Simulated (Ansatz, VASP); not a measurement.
CaO in VASP and in Ansatz

```
CELL_PARAMETERS angstrom
0.00000 2.50758 2.50758
2.50758 0.00000 2.50758
2.50758 2.50758 0.00000
ATOMIC_POSITIONS crystal
Ca 0.00000 0.00000 0.00000
O 0.50000 0.50000 0.50000
```

Alike in both runs: task single point; functional PBE; k mesh 9 × 9 × 9; no spin polarisation.

```csv
,VASP,Ansatz
version,VASP 6.6.1,Ansatz 0.2.0
potentials or method,"VASP PAW PBE potentials, release 64 (Ca_sv, O), cutoff 520 eV",PAW plane waves
occupations,"fermi-dirac, width 0.1 eV",fermi-dirac
valence electrons in the cell,16,16
```

VASP gave:

- gap on the k mesh at the Fermi level (eV): 3.68
- pressure (GPa): -9.0

Question: Estimate Ansatz's values.

Answer: gap on the k mesh at the Fermi level (eV): 3.70; pressure (GPa): -9.3.
